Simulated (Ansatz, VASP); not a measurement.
**Mg2Sn in VASP and in Ansatz**

The input INCAR:

```
SYSTEM = Mg2Sn
ALGO = Normal
EDIFF = 1E-8
ENCUT = 520
GGA = PE
GGA_COMPAT = .False.
ISIF = 2
ISMEAR = -1
LASPH = .True.
LCHARG = .False.
LEFG = .True.
LREAL = .False.
LWAVE = .False.
NBANDS = 16
NELM = 120
PREC = Accurate
SIGMA = 0.08
```

File KPOINTS:

```
k-points
0
Gamma
  11 11 11
  0 0 0
```

Contents of POSCAR:

```
Mg2Sn
1.0
    0.0000000000      3.3795000000      3.3795000000
    3.3795000000      0.0000000000      3.3795000000
    3.3795000000      3.3795000000      0.0000000000
Mg Sn
2 1
Direct
    0.2500000000      0.2500000000      0.2500000000
    0.7500000000      0.7500000000      0.7500000000
    0.0000000000      0.0000000000      0.0000000000
```

Input for Ansatz:

```yaml
crystal:
  lattice:
    - [0.0, 3.3795, 3.3795]
    - [3.3795, 0.0, 3.3795]
    - [3.3795, 3.3795, 0.0]
  atoms:
    - { symbol: Mg, position: [0.25, 0.25, 0.25] }
    - { symbol: Mg, position: [0.75, 0.75, 0.75] }
    - { symbol: Sn, position: [0.0, 0.0, 0.0] }
kpoints:
  mp_grid: { grid: [11, 11, 11] }
  band_path:
    path:
      - [0.0, 0.0, 0.0]
      - [0.5, 0.0, 0.5]
      - [0.625, 0.25, 0.625]
      - [0.375, 0.375, 0.75]
      - [0.0, 0.0, 0.0]
      - [0.5, 0.5, 0.5]
      - [0.5, 0.25, 0.75]
      - [0.5, 0.0, 0.5]
    npoints: 14
scf:
  occupations: { method: fermi_dirac, width: 0.08 }
hamiltonian:
  xc: pbe
  pseudopotentials: { kind: paw }
output:
  forces: true
  stress: true
  eigenvalues: true
  efg: { contact_densities: true }
  populations: true
  bader: true
  dos: { projected: true, de: 0.2, e_range: [-14, 8] }
  write_density: true
  write_potential: true
  elf: true
  volumetric_format: npy
```

Alike in both runs: task electric field gradients; functional PBE; k mesh 11 × 11 × 11; occupations fermi-dirac, width 0.08 eV; no spin polarisation.

|  | VASP | Ansatz |
| --- | --- | --- |
| version | VASP 6.6.1 | Ansatz 0.2.0 |
| potentials or method | VASP PAW PBE potentials, release 64 (Mg, Sn_d) | PAW with Ansatz's default frozen-core files, scalar-relativistic |
| plane-wave cutoff (eV) | 520 | 420 |
| valence electrons in the cell | 18 | 34 |

|  | VASP | Ansatz | Ansatz less VASP |
| --- | --- | --- | --- |
| pressure (GPa) | 1.0 | 1.1 | +0.14 |

VASP's potentials hold 18 valence electrons a cell and Ansatz's 34, so a difference there can come from the potentials and not from the codes.
